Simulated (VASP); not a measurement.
# CdSe in VASP: settings compared

Aim: see how the results for CdSe move with the level of theory and the settings. Levels: PBE, r2SCAN. Tasks: single point.

Program: VASP 6.6.1. These are calculated values, not measurements. Logs are shortened: lines on timing, memory, paths and dates and some standing lists are left out, and cuts for length are marked.

## 1. The cell of the first run

It takes space group R3m (No. 160, trigonal). Conventional cell: a = 4.360 Å, b = 4.360 Å, c = 10.574 Å, α = 90.00°, β = 90.00°, γ = 120.00°. Cd (site symmetry 3m) has 4 Se at 2.66 Å within 3.5 Å. Se (site symmetry 3m) has 4 Cd at 2.66 Å within 3.5 Å.

## 2. Single point, PBE (epitaxial 111 strain +0.5%)

The input, INCAR:

```
PREC     = Accurate       # precision mode
ENCUT    = 520            # plane-wave cutoff, eV
EDIFF    = 1E-6           # SCF threshold, eV
ISMEAR   = 0              # smearing method
SIGMA    = 0.01           # smearing width, eV
LREAL    = False          # projectors in reciprocal space
LASPH    = True           # aspherical terms in the spheres
NELM     = 60             # most SCF steps
ALGO     = Normal         # electronic algorithm
ISIF     = 2              # what is computed and relaxed
LWAVE    = False          # write WAVECAR
LCHARG   = True           # write CHGCAR
GGA      = PE             # functional
LELF     = True           # ELF
LVHAR    = True         
NBANDS   = 16             # bands
```

The input, KPOINTS:

```
regular mesh
0
Gamma
  4 4 4
```

The input, POSCAR:

```
CdSe
1.0
   -0.0205015423      3.0626183276      3.0626183276
    3.0626183276     -0.0205015423      3.0626183276
    3.0626183276      3.0626183276     -0.0205015423
Cd Se
1 1
Direct
   -0.0007119369     -0.0007119369     -0.0007119369
    0.2507119369      0.2507119369      0.2507119369
```

Potentials or basis: VASP PAW PBE potentials, release 64 (Cd, Se).

Launch:

```console
cat potpaw_PBE.64/Cd/POTCAR potpaw_PBE.64/Se/POTCAR > POTCAR
mpirun -np 1 vasp_std > vasp.out
```

OUTCAR:

```text
PREC = Accurate
   ENCUT = 520
   EDIFF = 1E-6
   ISMEAR = 0
   LREAL = False
   LASPH = True
   NELM = 60
   ISIF = 2
   GGA = PE

 ion  position               nearest neighbor table
   1  0.999  0.999  0.999-   2 2.66   2 2.66   2 2.66   2 2.66
   2  0.251  0.251  0.251-   1 2.66   1 2.66   1 2.66   1 2.66

  LATTYP: Found a trigonal (rhomboedric) cell.
 ALAT       =     4.3312448966
 COS(alpha) =     0.4932948249

  Lattice vectors:

 A1 = (  -0.0205015423,   3.0626183276,   3.0626183276)
 A2 = (   3.0626183276,  -0.0205015423,   3.0626183276)
 A3 = (   3.0626183276,   3.0626183276,  -0.0205015423)

Analysis of symmetry for initial positions (statically):
=====================================================================
 Subroutine PRICEL returns:
 Original cell was already a primitive cell.

 Routine SETGRP: Setting up the symmetry group for a
 trigonal (rhombohedral) supercell.

 Subroutine GETGRP returns: Found  6 space group operations
 (whereof  6 operations were pure point group operations)
 out of a pool of 12 trial point group operations.

The static configuration has the point symmetry C_3v.

Analysis of symmetry for dynamics (positions and initial velocities):
=====================================================================
 Subroutine PRICEL returns:
 Original cell was already a primitive cell.

 Routine SETGRP: Setting up the symmetry group for a
 trigonal (rhombohedral) supercell.

 Subroutine GETGRP returns: Found  6 space group operations
 (whereof  6 operations were pure point group operations)
 out of a pool of 12 trial point group operations.

The dynamic configuration has the point symmetry C_3v.

 Subroutine INISYM returns: Found  6 space group operations
 (whereof  6 operations are pure point group operations),
 and found     1 'primitive' translations

----------------------------------------------------------------------------------------

                                     Primitive cell

  volume of cell :      58.0293

  direct lattice vectors                    reciprocal lattice vectors
    -0.020501542  3.062618328  3.062618328    -0.161628762  0.162718017  0.162718017
     3.062618328 -0.020501542  3.062618328     0.162718017 -0.161628762  0.162718017
     3.062618328  3.062618328 -0.020501542     0.162718017  0.162718017 -0.161628762

  length of vectors
     4.331244897  4.331244897  4.331244897     0.281208398  0.281208398  0.281208398

  position of ions in fractional coordinates (direct lattice)
     0.999288063  0.999288063  0.999288063
     0.250711937  0.250711937  0.250711937

  ion indices of the primitive-cell ions
   primitive index   ion index
                 1           1
                 2           2

----------------------------------------------------------------------------------------

 KPOINTS: regular mesh

Automatic generation of k-mesh.
 Grid dimensions read from file:
 generate k-points for:    4    4    4

 Generating k-lattice:

  Cartesian coordinates                     Fractional coordinates (reciprocal lattice)
    -0.040407191  0.040679504  0.040679504     0.250000000 -0.000000000 -0.000000000
     0.040679504 -0.040407191  0.040679504    -0.000000000  0.250000000 -0.000000000
     0.040679504  0.040679504 -0.040407191    -0.000000000 -0.000000000  0.250000000

  Length of vectors
     0.070302099  0.070302099  0.070302099

  Shift w.r.t. Gamma in fractional coordinates (k-lattice)
     0.000000000  0.000000000  0.000000000

 Subroutine IBZKPT returns following result:
 ===========================================

 Found     13 irreducible k-points:

 Following reciprocal coordinates:
            Coordinates               Weight
  0.000000  0.000000  0.000000      1.000000
  0.250000 -0.000000 -0.000000      6.000000
  0.500000 -0.000000 -0.000000      3.000000
  0.250000  0.250000  0.000000      6.000000
  0.500000  0.250000 -0.000000     12.000000
 -0.250000  0.250000  0.000000      6.000000
  0.500000  0.500000  0.000000      3.000000
  0.250000  0.250000  0.250000      2.000000
  0.500000  0.250000  0.250000      6.000000
 -0.250000  0.250000  0.250000      6.000000
  0.500000  0.500000  0.250000      6.000000
 -0.250000  0.500000  0.250000      6.000000
  0.500000  0.500000  0.500000      1.000000
   k-points           NKPTS =     13   k-points in BZ     NKDIM =     13   number of bands    NBANDS=     16
   number of dos      NEDOS =    301   number of ions     NIONS =      2
   total plane-waves  NPLWV =  32768
   dimension x,y,z NGX =    32 NGY =   32 NGZ =   32
   dimension x,y,z NGXF=    64 NGYF=   64 NGZF=   64
   ions per type =               1   1
   NGX,Y,Z   is equivalent  to a cutoff of  12.28, 12.28, 12.28 a.u.
   NGXF,Y,Z  is equivalent  to a cutoff of  24.57, 24.57, 24.57 a.u.
 SYSTEM =  unknown system
   PREC   = accura    normal or accurate (medium, high low for compatibility)
   ISTART =      0    job   : 0-new  1-cont  2-samecut
   ICHARG =      2    charge: 1-file 2-atom 10-const
   ISPIN  =      1    spin polarized calculation?
   LNONCOLLINEAR =      F non collinear calculations
   LSORBIT =      F    spin-orbit coupling
   LASPH  =      T    aspherical Exc in radial PAW
   ENCUT  =  520.0 eV  38.22 Ry    6.18 a.u.   8.05  8.05  8.05*2*pi/ulx,y,z
   NELM   =     60;   NELMIN=  2; NELMDL= -5     # of ELM steps
   EDIFF  = 0.1E-05   stopping-criterion for ELM
   LREAL  =      F    real-space projection
   EDIFFG = 0.1E-04   stopping-criterion for IOM
   NSW    =      0    number of steps for IOM
   IBRION =     -1    ionic relax: 0-MD 1-quasi-New 2-CG
   NFREE  =      0    steps in history (QN), initial steepest desc. (CG)
   ISIF   =      2    stress and relaxation
   ISYM   =      2    0-nonsym 1-usesym 2-fastsym
   POTIM  = 0.5000    time-step for ionic-motion
   TEBEG  =    0.0;   TEEND  =   0.0 temperature during run
   PSTRESS=    0.0 pullay stress
   NELECT =      18.0000    total number of electrons
   NUPDOWN=      -1.0000    fix difference up-down
   EMIN   =  10.00;   EMAX   =-10.00  energy-range for DOS
   EFERMI =   0.00;   METHOD = LEGACY
   ISMEAR =     0;   SIGMA  =   0.01  broadening in eV -4-tet -1-fermi 0-gaus
   EFERMI_NEDOS =   21; number of points for ismear=-14 and -15
   IALGO  =     38    algorithm
   IMIX   =      4    mixing-type and parameters
     AMIX     =   0.40;   BMIX     =  1.00
     AMIX_MAG =   1.60;   BMIX_MAG =  1.00
  volume/ion in A,a.u.               =      29.01       195.80
  Fermi-wavevector in a.u.,A,eV,Ry     =   1.108196  2.094186 16.709283  1.228098
  Thomas-Fermi vector in A             =   2.244720
   LORBIT       =      0    0 simple, 1 ext, 2 COOP (PROOUT), +10 PAW based schemes
   GGA     = PE    functional components
   LHFCALC =     F    Hartree Fock is set to
   AEXX    =    0.0000 exact exchange contribution
   IVDW    =     0    specifies the selected vdW correction
   LEPSILON=     F    determine dielectric tensor
   LRPA    =     F    only Hartree local field effects (RPA)
 non-spin polarized calculation
 Gauss-broadening in eV      SIGMA  =   0.01
  energy-cutoff  :      520.00
  volume of cell :       58.03
 maximum number of plane-waves:      1584
   NGX = 17   NGY = 17   NGZ = 17

 number of electron      18.0000008 magnetization

 Free energy of the ion-electron system (eV)
  ---------------------------------------------------
  ext. energy  EPLUGINS =         0.00000000
  ---------------------------------------------------
  free energy    TOTEN  =        -5.44442558 eV

  energy without entropy =       -5.44442558  energy(sigma->0) =       -5.44442558

 E-fermi :   0.8266     XC(G=0):  -8.7332

 val. band max:        0.7553856996   @ k =   0.0000   0.0000   0.0000
 cond. band min:       1.2560770084   @ k =   0.0000   0.0000   0.0000
 fundamental gap:      0.5006913088
 Fermi energy:         0.8265940455

 k-point     1 :       0.0000    0.0000    0.0000
  band No.  band energies     occupation
      1     -11.6900      2.00000
      2      -7.1373      2.00000
      3      -7.1373      2.00000
      4      -7.1332      2.00000
      5      -6.7969      2.00000
      6      -6.7969      2.00000
[... 8 lines left out ...]
     15      11.7398      0.00000
     16      11.7398      0.00000

 k-point     2 :       0.2500   -0.0000   -0.0000
  band No.  band energies     occupation
      1     -11.5188      2.00000
      2      -7.0869      2.00000
      3      -7.0848      2.00000
      4      -6.9364      2.00000
      5      -6.7957      2.00000
      6      -6.7940      2.00000
[... 8 lines left out ...]
     15      10.7961      0.00000
     16      10.8240      0.00000

 k-point     3 :       0.5000   -0.0000   -0.0000
  band No.  band energies     occupation
      1     -11.3449      2.00000
      2      -7.0501      2.00000
      3      -7.0498      2.00000
      4      -6.7775      2.00000
      5      -6.7739      2.00000
      6      -6.5256      2.00000
[... 8 lines left out ...]
     15      12.6573      0.00000
     16      12.8205      0.00000

 k-point     4 :       0.2500    0.2500    0.0000
  band No.  band energies     occupation
      1     -11.4617      2.00000
      2      -7.0256      2.00000
      3      -7.0253      2.00000
      4      -6.9809      2.00000
      5      -6.8009      2.00000
      6      -6.7703      2.00000
[... 8 lines left out ...]
     15      12.2577      0.00000
     16      13.7642      0.00000
[... 115 lines left out ...]
 k-point    11 :       0.5000    0.5000    0.2500
  band No.  band energies     occupation
      1     -11.2871      2.00000
      2      -7.0089      2.00000
      3      -6.9722      2.00000
      4      -6.8529      2.00000
      5      -6.7644      2.00000
      6      -6.4835      2.00000
[... 8 lines left out ...]
     15      13.0285      0.00000
     16      13.6532      0.00000

 k-point    12 :      -0.2500    0.5000    0.2500
  band No.  band energies     occupation
      1     -11.2348      2.00000
      2      -6.9655      2.00000
      3      -6.9607      2.00000
      4      -6.8275      2.00000
      5      -6.7915      2.00000
      6      -6.3486      2.00000
[... 8 lines left out ...]
     15      13.2675      0.00000
     16      13.5892      0.00000

 k-point    13 :       0.5000    0.5000    0.5000
  band No.  band energies     occupation
      1     -11.3379      2.00000
      2      -7.0510      2.00000
      3      -7.0510      2.00000
      4      -6.7739      2.00000
      5      -6.7739      2.00000
      6      -6.5120      2.00000
[... 8 lines left out ...]
     15      12.7783      0.00000
     16      12.7783      0.00000

------------------------ aborting loop because EDIFF is reached ----------------------------------------

  FORCE on cell =-STRESS in cart. coord.  units (eV):
  Direction    XX          YY          ZZ          XY          YZ          ZX
  --------------------------------------------------------------------------------------
  -------------------------------------------------------------------------------------
  Total        0.5873456      0.5873456      0.5873456      0.0494129      0.0494129      0.0494129
  in kB       16.2164836     16.2164836     16.2164836      1.3642780      1.3642780      1.3642780
  external PRESSURE =      16.2164836 kB  Pullay stress =       0.0000000 kB

 VOLUME and BASIS-vectors are now :
 -----------------------------------------------------------------------------
  energy-cutoff  :      520.00
  volume of cell :       58.03
      direct lattice vectors                 reciprocal lattice vectors
    -0.020501542  3.062618328  3.062618328    -0.161628762  0.162718017  0.162718017
     3.062618328 -0.020501542  3.062618328     0.162718017 -0.161628762  0.162718017
     3.062618328  3.062618328 -0.020501542     0.162718017  0.162718017 -0.161628762

 POSITION                                       TOTAL-FORCE (eV/Angst)
 -----------------------------------------------------------------------------------
      6.10039      6.10039      6.10039         0.000459      0.000459      0.000459
      1.53053      1.53053      1.53053        -0.000459     -0.000459     -0.000459
 -----------------------------------------------------------------------------------
    total drift:                               -0.000065     -0.000065     -0.000065

  FREE ENERGIE OF THE ION-ELECTRON SYSTEM (eV)
  ---------------------------------------------------
  free  energy   TOTEN  =        -5.4444255787 eV

  energy  without entropy=       -5.4444255787  energy(sigma->0) =       -5.44442558
```

It took 9.3 s on 1 thread of Intel Xeon Platinum 8488C (Sapphire Rapids), shared host; peak memory 0.18 GiB.

Results:

* Free energy: -5.4444 eV
* Pressure: 1.6 GPa
* Band gap on the k mesh: 0.50 eV, direct

Levels at points of the mesh, in eV from the valence-band top:
```
           k point  band 6  band 7  band 8  band 9  band 10  band 11  band 12  band 13
(0.00, 0.00, 0.00)   -7.55   -0.04   -0.04    0.00     0.50     5.85     5.85     5.96
(0.50, 0.00, 0.00)   -7.28   -4.26   -0.75   -0.71     2.33     6.40     6.41     7.29
(0.50, 0.50, 0.00)   -7.22   -3.98   -1.81   -1.75     3.14     3.69     8.94     9.99
(0.50, 0.50, 0.50)   -7.27   -4.22   -0.76   -0.76     2.25     6.34     6.34     7.32
```

Caveat: the k points lie up to 0.44 Å⁻¹ apart; the cell differs from its parent crystal (epitaxial 111 strain +0.5%).

## 3. Single point, PBE

This run uses another cell than the first one, of 28.87 Å³/atom, 0.995 times its volume.

The input, INCAR:

```
PREC = Accurate
ENCUT = 520
EDIFF = 1E-7
ISMEAR = -1
SIGMA = 0.02
LREAL = False
LASPH = True
NELM = 60
ALGO = Normal
ISIF = 2
LWAVE = False
LCHARG = False
GGA = PE
NBANDS = 16
```

The input, KPOINTS:

```
regular mesh
0
Gamma
  8 8 8
```

The input, POSCAR:

```
CdSe
1.0
    0.0000000000      3.0677809650      3.0677809650
    3.0677809650      0.0000000000      3.0677809650
    3.0677809650      3.0677809650      0.0000000000
Cd Se
1 1
Direct
    0.0000000000      0.0000000000      0.0000000000
    0.2500000000      0.2500000000      0.2500000000
```

Potentials or basis: VASP PAW PBE potentials, release 64 (Cd, Se).

Launch:

```console
cat potpaw_PBE.64/Cd/POTCAR potpaw_PBE.64/Se/POTCAR > POTCAR
mpirun -np 1 vasp_std > vasp.out
```

OUTCAR:

```text
PREC = Accurate
   ENCUT = 520
   EDIFF = 1E-7
   ISMEAR = -1
   LREAL = False
   LASPH = True
   NELM = 60
   ISIF = 2
   GGA = PE

 ion  position               nearest neighbor table
   1  0.000  0.000  0.000-   2 2.66   2 2.66   2 2.66   2 2.66
   2  0.250  0.250  0.250-   1 2.66   1 2.66   1 2.66   1 2.66

  LATTYP: Found a face centered cubic cell.
 ALAT       =     6.1355619300

  Lattice vectors:

 A1 = (   0.0000000000,   3.0677809650,   3.0677809650)
 A2 = (   3.0677809650,   0.0000000000,   3.0677809650)
 A3 = (   3.0677809650,   3.0677809650,   0.0000000000)

Analysis of symmetry for initial positions (statically):
=====================================================================
 Subroutine PRICEL returns:
 Original cell was already a primitive cell.

 Routine SETGRP: Setting up the symmetry group for a
 face centered cubic supercell.

 Subroutine GETGRP returns: Found 24 space group operations
 (whereof 24 operations were pure point group operations)
 out of a pool of 48 trial point group operations.

The static configuration has the point symmetry T_d .
[... 153 lines left out ...]
  ---------------------------------------------------
  ext. energy  EPLUGINS =         0.00000000
  ---------------------------------------------------
  free energy    TOTEN  =        -5.48903019 eV

  energy without entropy =       -5.48903019  energy(sigma->0) =       -5.48903019

 E-fermi :   1.0263     XC(G=0):  -8.7669

 val. band max:        0.7376904048   @ k =   0.0000   0.0000   0.0000
 cond. band min:       1.2925386087   @ k =   0.0000   0.0000   0.0000
 fundamental gap:      0.5548482040
 Fermi energy:         1.0262638364

 k-point     1 :       0.0000    0.0000    0.0000
  band No.  band energies     occupation
      1     -11.7124      2.00000
      2      -7.1119      2.00000
      3      -7.1119      2.00000
      4      -7.1119      2.00000
      5      -6.7649      2.00000
      6      -6.7649      2.00000
[... 433 lines left out ...]
      3      -6.9679      2.00000
      4      -6.7823      2.00000
      5      -6.7495      2.00000
      6      -6.4084      2.00000
[... 8 lines left out ...]
     15      12.3436      0.00000
     16      13.2826      0.00000

 [... further k-points ...]
[... 5 lines left out ...]
  --------------------------------------------------------------------------------------
  -------------------------------------------------------------------------------------
  Total        0.6096898      0.6096898      0.6096898      0.0000000      0.0000000     -0.0000000
  in kB       16.9167333     16.9167333     16.9167333      0.0000000      0.0000000     -0.0000000
  external PRESSURE =      16.9167333 kB  Pullay stress =       0.0000000 kB

 VOLUME and BASIS-vectors are now :
 -----------------------------------------------------------------------------
  energy-cutoff  :      520.00
  volume of cell :       57.74
      direct lattice vectors                 reciprocal lattice vectors
     0.000000000  3.067780965  3.067780965    -0.162984257  0.162984257  0.162984257
     3.067780965  0.000000000  3.067780965     0.162984257 -0.162984257  0.162984257
     3.067780965  3.067780965  0.000000000     0.162984257  0.162984257 -0.162984257

 POSITION                                       TOTAL-FORCE (eV/Angst)
 -----------------------------------------------------------------------------------
      0.00000      0.00000      0.00000         0.000000      0.000000      0.000000
      1.53389      1.53389      1.53389        -0.000000     -0.000000     -0.000000
 -----------------------------------------------------------------------------------
    total drift:                               -0.000000     -0.000000     -0.000000

  FREE ENERGIE OF THE ION-ELECTRON SYSTEM (eV)
  ---------------------------------------------------
  free  energy   TOTEN  =        -5.4890301907 eV

  energy  without entropy=       -5.4890301869  energy(sigma->0) =       -5.48903019
```

Run time: 22 s. Hardware: 1 thread of Intel Xeon Platinum 8488C (Sapphire Rapids), shared host; peak memory 0.18 GiB.

Results:

| Property | Result |
| --- | --- |
| Free energy | -5.4890 eV |
| Pressure | 1.7 GPa |
| Band gap on the k mesh | 0.55 eV, direct |

## 4. Single point, PBE (strain +4.0%)

The input, INCAR:

```
  PREC = Accurate
  ENCUT = 520
  EDIFF = 1E-6
  ISMEAR = -1
  SIGMA = 0.02
  LREAL = F
  LASPH = T
  NELM = 60
  ALGO = Normal
  ISIF = 2
  LWAVE = F
  LCHARG = T
  GGA = PE
  LELF = T
  LVHAR = T
  NBANDS = 16
```

KPOINTS is that of step 3.

The input, POSCAR:

```
CdSe
1.0
    0.0000000000      3.1904922036      3.1904922036
    3.1904922036      0.0000000000      3.1904922036
    3.1904922036      3.1904922036      0.0000000000
Cd Se
1 1
Direct
    0.0000000000      0.0000000000      0.0000000000
    0.2500000000      0.2500000000      0.2500000000
```

Launch:

```console
cat potpaw_PBE.64/Cd/POTCAR potpaw_PBE.64/Se/POTCAR > POTCAR
mpirun -np 1 vasp_std > vasp.out
```

Run time: 25 s. Hardware: 1 thread of Intel Xeon Platinum 8488C (Sapphire Rapids), shared host; peak memory 0.21 GiB.

It converged, with:

```
Free energy            : -5.4465 eV
Pressure               : -3.0 GPa
Band gap on the k mesh : 0.31 eV, direct
```

Levels at points of the mesh, in eV from the valence-band top:
```
           k point  band 7  band 8  band 9  band 10  band 11  band 12
(0.00, 0.00, 0.00)    0.00    0.00    0.00     0.31     5.89     5.89
(0.50, 0.00, 0.00)   -3.63   -0.57   -0.57     2.19     6.37     6.37
(0.50, 0.50, 0.00)   -3.47   -1.41   -1.41     3.37     3.54     8.50
```

Caveat: the cell differs from its parent crystal (strain +4.0%).

[end of part 1 of 2]
